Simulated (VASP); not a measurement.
# Ge2Sb2Te5 (P-3m1) in VASP: single point with PBEsol

Aim: the single point of Ge2Sb2Te5 with PBEsol.

Program: VASP 6.6.1. These are calculated values, not measurements. Logs are shortened: lines on timing, memory, paths and dates and some standing lists are left out, and cuts for length are marked.

## (1) The cell of the first run

Symmetry: P-3m1, No. 164, trigonal system. Conventional cell: a = 4.224 Å, b = 4.224 Å, c = 16.866 Å, α = 90.00°, β = 90.00°, γ = 120.00°. Te (site symmetry -3m) has 6 Ge at 2.97 Å within 3.9 Å. Within 3.9 Å of Te (site symmetry 3m) lie 3 Ge at 2.95 Å and 3 Sb at 3.15 Å. Te (site symmetry 3m) has 3 Sb at 2.99 Å and 3 Te at 3.66 Å within 3.9 Å. Within 3.9 Å of Ge (site symmetry 3m) lie 6 Te at 2.95 to 2.97 Å. Within 3.9 Å of Sb (site symmetry 3m) lie 6 Te at 2.99 to 3.15 Å.

## (2) Single point, PBEsol

The input, INCAR:

```
ALGO = Normal
EDIFF = 1E-7
ENCUT = 520
GGA = PS
ISIF = 2
ISMEAR = 0
LASPH = True
LCHARG = True
LELF = True
LREAL = False
LVHAR = True
LWAVE = False
NBANDS = 44
NELM = 100
PREC = Accurate
SIGMA = 0.03
```

The input, KPOINTS:

```
k-points
0
Gamma
  10 10 2
```

The input, POSCAR:

```
Ge2Sb2Te5
1.0
    4.2240276347      0.0000000000      0.0000000000
   -2.1120138174      3.6581152380      0.0000000000
    0.0000000000      0.0000000000     16.8655339296
Te Ge Sb
5 2 2
Direct
    0.0000000000      0.0000000000      0.0000000000
    0.6666666667      0.3333333333      0.1985924034
    0.3333333333      0.6666666667      0.4192423267
    0.6666666667      0.3333333333      0.5807576733
    0.3333333333      0.6666666667      0.8014075966
    0.3333333333      0.6666666667      0.1003763717
    0.6666666667      0.3333333333      0.8996236283
    0.0000000000      0.0000000000      0.3171667520
    0.0000000000      0.0000000000      0.6828332480
```

Potentials or basis: VASP PAW PBE potentials, release 64 (Te, Ge_d, Sb).

Run with:

```
> cat potpaw_PBE.64/Te/POTCAR potpaw_PBE.64/Ge_d/POTCAR potpaw_PBE.64/Sb/POTCAR > POTCAR
> mpirun -np 1 vasp_std > vasp.out
```

OUTCAR:

```text
EDIFF = 1E-7
   ENCUT = 520
   GGA = PS
   ISIF = 2
   ISMEAR = 0
   LASPH = True
   LREAL = False
   NELM = 100
   PREC = Accurate

 ion  position               nearest neighbor table
   1  0.000  0.000  0.000-   6 2.97   7 2.97   7 2.97   6 2.97   7 2.97   6 2.97
   2  0.667  0.333  0.199-   6 2.95   6 2.95   6 2.95   8 3.15   8 3.15   8 3.15
   3  0.333  0.667  0.419-   8 2.99   8 2.99   8 2.99   4 3.66   4 3.66   4 3.66
   4  0.667  0.333  0.581-   9 2.99   9 2.99   9 2.99   3 3.66   3 3.66   3 3.66
   5  0.333  0.667  0.801-   7 2.95   7 2.95   7 2.95   9 3.15   9 3.15   9 3.15
   6  0.333  0.667  0.100-   2 2.95   2 2.95   2 2.95   1 2.97   1 2.97   1 2.97
   7  0.667  0.333  0.900-   5 2.95   5 2.95   5 2.95   1 2.97   1 2.97   1 2.97
   8  0.000  0.000  0.317-   3 2.99   3 2.99   3 2.99   2 3.15   2 3.15   2 3.15
   9  0.000  0.000  0.683-   4 2.99   4 2.99   4 2.99   5 3.15   5 3.15   5 3.15

  LATTYP: Found a hexagonal cell.
 ALAT       =     4.2240276347
 C/A-ratio  =     3.9927612668

  Lattice vectors:

 A1 = (   4.2240276347,   0.0000000000,   0.0000000000)
 A2 = (  -2.1120138174,   3.6581152380,   0.0000000000)
 A3 = (   0.0000000000,   0.0000000000,  16.8655339296)

Analysis of symmetry for initial positions (statically):
=====================================================================
 Subroutine PRICEL returns:
 Original cell was already a primitive cell.

 Routine SETGRP: Setting up the symmetry group for a
 hexagonal supercell.

 Subroutine GETGRP returns: Found 12 space group operations
 (whereof 12 operations were pure point group operations)
 out of a pool of 24 trial point group operations.

The static configuration has the point symmetry D_3d.

Analysis of symmetry for dynamics (positions and initial velocities):
=====================================================================
 Subroutine PRICEL returns:
 Original cell was already a primitive cell.

 Routine SETGRP: Setting up the symmetry group for a
 hexagonal supercell.

 Subroutine GETGRP returns: Found 12 space group operations
 (whereof 12 operations were pure point group operations)
 out of a pool of 24 trial point group operations.

The dynamic configuration has the point symmetry D_3d.

 Subroutine INISYM returns: Found 12 space group operations
 (whereof 12 operations are pure point group operations),
 and found     1 'primitive' translations

----------------------------------------------------------------------------------------

                                     Primitive cell

  volume of cell :     260.6059

  direct lattice vectors                    reciprocal lattice vectors
     4.224027635  0.000000000  0.000000000     0.236740875  0.136682408  0.000000000
    -2.112013817  3.658115238  0.000000000     0.000000000  0.273364816  0.000000000
     0.000000000  0.000000000 16.865533930     0.000000000  0.000000000  0.059292520

  length of vectors
     4.224027635  4.224027635 16.865533930     0.273364816  0.273364816  0.059292520

  position of ions in fractional coordinates (direct lattice)
     0.000000000  0.000000000  0.000000000
     0.666666667  0.333333333  0.198592403
     0.333333333  0.666666667  0.419242327
     0.666666667  0.333333333  0.580757673
     0.333333333  0.666666667  0.801407597
     0.333333333  0.666666667  0.100376372
     0.666666667  0.333333333  0.899623628
     0.000000000  0.000000000  0.317166752
     0.000000000  0.000000000  0.682833248

  ion indices of the primitive-cell ions
   primitive index   ion index
                 1           1
                 2           2
                 3           3
                 4           4
                 5           5
                 6           6
                 7           7
                 8           8
                 9           9

----------------------------------------------------------------------------------------

 KPOINTS: k-points

Automatic generation of k-mesh.
 Grid dimensions read from file:
 generate k-points for:   10   10    2

 Generating k-lattice:

  Cartesian coordinates                     Fractional coordinates (reciprocal lattice)
     0.023674088  0.013668241  0.000000000     0.100000000  0.000000000  0.000000000
     0.000000000  0.027336482  0.000000000     0.000000000  0.100000000  0.000000000
     0.000000000  0.000000000  0.029646260     0.000000000  0.000000000  0.500000000

  Length of vectors
     0.027336482  0.027336482  0.029646260

  Shift w.r.t. Gamma in fractional coordinates (k-lattice)
     0.000000000  0.000000000  0.000000000

 Subroutine IBZKPT returns following result:
 ===========================================

 Found     28 irreducible k-points:

 Following reciprocal coordinates:
            Coordinates               Weight
  0.000000  0.000000  0.000000      1.000000
  0.100000  0.000000  0.000000      6.000000
  0.200000  0.000000  0.000000      6.000000
  0.300000  0.000000  0.000000      6.000000
  0.400000  0.000000  0.000000      6.000000
  0.500000 -0.000000  0.000000      3.000000
[... 16 lines left out ...]
  0.300000  0.100000  0.500000     12.000000
  0.400000  0.100000  0.500000     12.000000
 [... further k-points ...]
   k-points           NKPTS =     28   k-points in BZ     NKDIM =     28   number of bands    NBANDS=     44
   number of dos      NEDOS =    301   number of ions     NIONS =      9
   total plane-waves  NPLWV = 129024
   dimension x,y,z NGX =    32 NGY =   32 NGZ =  126
   dimension x,y,z NGXF=    64 NGYF=   64 NGZF=  252
   ions per type =               5   2   2
   NGX,Y,Z   is equivalent  to a cutoff of  12.59, 12.59, 12.42 a.u.
   NGXF,Y,Z  is equivalent  to a cutoff of  25.19, 25.19, 24.84 a.u.
 SYSTEM =  unknown system
   PREC   = accura    normal or accurate (medium, high low for compatibility)
   ISTART =      0    job   : 0-new  1-cont  2-samecut
   ICHARG =      2    charge: 1-file 2-atom 10-const
   ISPIN  =      1    spin polarized calculation?
   LNONCOLLINEAR =      F non collinear calculations
   LSORBIT =      F    spin-orbit coupling
   LASPH  =      T    aspherical Exc in radial PAW
   ENCUT  =  520.0 eV  38.22 Ry    6.18 a.u.   7.85  7.85 31.36*2*pi/ulx,y,z
   NELM   =    100;   NELMIN=  2; NELMDL= -5     # of ELM steps
   EDIFF  = 0.1E-06   stopping-criterion for ELM
   LREAL  =      F    real-space projection
   EDIFFG = 0.1E-05   stopping-criterion for IOM
   NSW    =      0    number of steps for IOM
   IBRION =     -1    ionic relax: 0-MD 1-quasi-New 2-CG
   NFREE  =      0    steps in history (QN), initial steepest desc. (CG)
   ISIF   =      2    stress and relaxation
   ISYM   =      2    0-nonsym 1-usesym 2-fastsym
   POTIM  = 0.5000    time-step for ionic-motion
   TEBEG  =    0.0;   TEEND  =   0.0 temperature during run
   PSTRESS=    0.0 pullay stress
   NELECT =      68.0000    total number of electrons
   NUPDOWN=      -1.0000    fix difference up-down
   EMIN   =  10.00;   EMAX   =-10.00  energy-range for DOS
   EFERMI =   0.00;   METHOD = LEGACY
   ISMEAR =     0;   SIGMA  =   0.03  broadening in eV -4-tet -1-fermi 0-gaus
   EFERMI_NEDOS =   21; number of points for ismear=-14 and -15
   IALGO  =     38    algorithm
   IMIX   =      4    mixing-type and parameters
     AMIX     =   0.40;   BMIX     =  1.00
     AMIX_MAG =   1.60;   BMIX_MAG =  1.00
  volume/ion in A,a.u.               =      28.96       195.41
  Fermi-wavevector in a.u.,A,eV,Ry     =   1.046124  1.976887 14.889874  1.094375
  Thomas-Fermi vector in A             =   2.180949
   LORBIT       =      0    0 simple, 1 ext, 2 COOP (PROOUT), +10 PAW based schemes
   GGA     = PS    functional components
   LHFCALC =     F    Hartree Fock is set to
   AEXX    =    0.0000 exact exchange contribution
   IVDW    =     0    specifies the selected vdW correction
   LEPSILON=     F    determine dielectric tensor
   LRPA    =     F    only Hartree local field effects (RPA)
 non-spin polarized calculation
 Gauss-broadening in eV      SIGMA  =   0.03
  energy-cutoff  :      520.00
  volume of cell :      260.61
 maximum number of plane-waves:      7052
 NGX is ok and might be reduce to    32
   NGX = 15   NGY = 15   NGZ = 63

 number of electron      67.9999994 magnetization

 Free energy of the ion-electron system (eV)
  ---------------------------------------------------
  ext. energy  EPLUGINS =         0.00000000
  ---------------------------------------------------
  free energy    TOTEN  =       -37.60395344 eV

  energy without entropy =      -37.60395174  energy(sigma->0) =      -37.60395259

 E-fermi :   6.7959     XC(G=0):  -9.7792

 val. band max:        6.7313493197   @ k =   0.0000   0.0000   0.0000
 cond. band min:       6.8647245251   @ k =   0.0000   0.0000   0.0000
 fundamental gap:      0.1333752054
 Fermi energy:         6.7958858378

 k-point     1 :       0.0000    0.0000    0.0000
  band No.  band energies     occupation
      1     -18.2163      2.00000
      2     -18.2163      2.00000
      3     -18.2153      2.00000
      4     -18.2153      2.00000
      5     -18.2092      2.00000
      6     -18.2089      2.00000
[... 36 lines left out ...]
     43       8.3372      0.00000
     44       9.4130      0.00000

 k-point     2 :       0.1000    0.0000    0.0000
  band No.  band energies     occupation
      1     -18.2167      2.00000
      2     -18.2162      2.00000
      3     -18.2155      2.00000
      4     -18.2152      2.00000
      5     -18.2091      2.00000
      6     -18.2089      2.00000
[... 36 lines left out ...]
     43       8.6977      0.00000
     44       9.5705      0.00000

 k-point     3 :       0.2000    0.0000    0.0000
  band No.  band energies     occupation
      1     -18.2176      2.00000
      2     -18.2161      2.00000
      3     -18.2160      2.00000
      4     -18.2149      2.00000
      5     -18.2091      2.00000
      6     -18.2085      2.00000
[... 36 lines left out ...]
     43       9.6383      0.00000
     44       9.9954      0.00000

 k-point     4 :       0.3000    0.0000    0.0000
  band No.  band energies     occupation
      1     -18.2187      2.00000
      2     -18.2169      2.00000
      3     -18.2159      2.00000
      4     -18.2145      2.00000
      5     -18.2094      2.00000
      6     -18.2080      2.00000
[... 882 lines left out ...]
     43       9.9397      0.00000
     44      10.2111      0.00000

 k-point    23 :       0.3000    0.1000    0.5000
  band No.  band energies     occupation
      1     -18.2190      2.00000
      2     -18.2173      2.00000
      3     -18.2159      2.00000
      4     -18.2145      2.00000
      5     -18.2093      2.00000
      6     -18.2080      2.00000
[... 36 lines left out ...]
     43       9.8382      0.00000
     44      10.3915      0.00000

 k-point    24 :       0.4000    0.1000    0.5000
  band No.  band energies     occupation
      1     -18.2196      2.00000
      2     -18.2175      2.00000
      3     -18.2161      2.00000
      4     -18.2143      2.00000
      5     -18.2094      2.00000
      6     -18.2080      2.00000
[... 36 lines left out ...]
     43      10.1283      0.00000
     44      10.3714      0.00000

 [... further k-points ...]

------------------------ aborting loop because EDIFF is reached ----------------------------------------

  FORCE on cell =-STRESS in cart. coord.  units (eV):
  Direction    XX          YY          ZZ          XY          YZ          ZX
  --------------------------------------------------------------------------------------
  -------------------------------------------------------------------------------------
  Total        0.0910267      0.0910267      0.0919649     -0.0000000      0.0000000      0.0000000
  in kB        0.5596227      0.5596227      0.5653907     -0.0000000      0.0000000      0.0000000
  external PRESSURE =       0.5615454 kB  Pullay stress =       0.0000000 kB

 VOLUME and BASIS-vectors are now :
 -----------------------------------------------------------------------------
  energy-cutoff  :      520.00
  volume of cell :      260.61
      direct lattice vectors                 reciprocal lattice vectors
     4.224027635  0.000000000  0.000000000     0.236740875  0.136682408  0.000000000
    -2.112013817  3.658115238  0.000000000     0.000000000  0.273364816  0.000000000
     0.000000000  0.000000000 16.865533930     0.000000000  0.000000000  0.059292520

 POSITION                                       TOTAL-FORCE (eV/Angst)
 -----------------------------------------------------------------------------------
      0.00000      0.00000      0.00000         0.000000      0.000000      0.000000
      2.11201      1.21937      3.34937         0.000000      0.000000      0.004395
     -0.00000      2.43874      7.07075         0.000000      0.000000      0.036365
      2.11201      1.21937      9.79479        -0.000000     -0.000000     -0.036365
     -0.00000      2.43874     13.51617        -0.000000     -0.000000     -0.004395
     -0.00000      2.43874      1.69290        -0.000000      0.000000     -0.000116
      2.11201      1.21937     15.17263         0.000000     -0.000000      0.000116
      0.00000      0.00000      5.34919         0.000000      0.000000     -0.031833
      0.00000      0.00000     11.51635         0.000000     -0.000000      0.031833
 -----------------------------------------------------------------------------------
    total drift:                               -0.000000      0.000000      0.000000

  FREE ENERGIE OF THE ION-ELECTRON SYSTEM (eV)
  ---------------------------------------------------
  free  energy   TOTEN  =       -37.6039534374 eV

  energy  without entropy=      -37.6039517354  energy(sigma->0) =      -37.60395259
```

Wall time 12 min (1 thread of Intel Xeon Platinum 8259CL at 2.50GHz (Skylake/Cascade Lake), shared host); peak memory 0.52 GiB.

What came out:

* Free energy: -37.6040 eV
* Pressure: 0.1 GPa
* Largest force: 0.036 eV/Å
* Band gap on the k mesh: 0.13 eV, direct

Forces on the atoms (eV/Å):
```
Te   0.000  0.000  0.000
Te   0.000  0.000  0.004
Te   0.000  0.000  0.036
Te   0.000  0.000 -0.036
Te   0.000  0.000 -0.004
Ge   0.000  0.000  0.000
Ge   0.000  0.000  0.000
Sb   0.000  0.000 -0.032
Sb   0.000  0.000  0.032
```

Caveat: the PAW data sets were made with another functional, which shifts forces and pressure a little; spin-orbit coupling is left out, which moves the levels of the heavy elements.
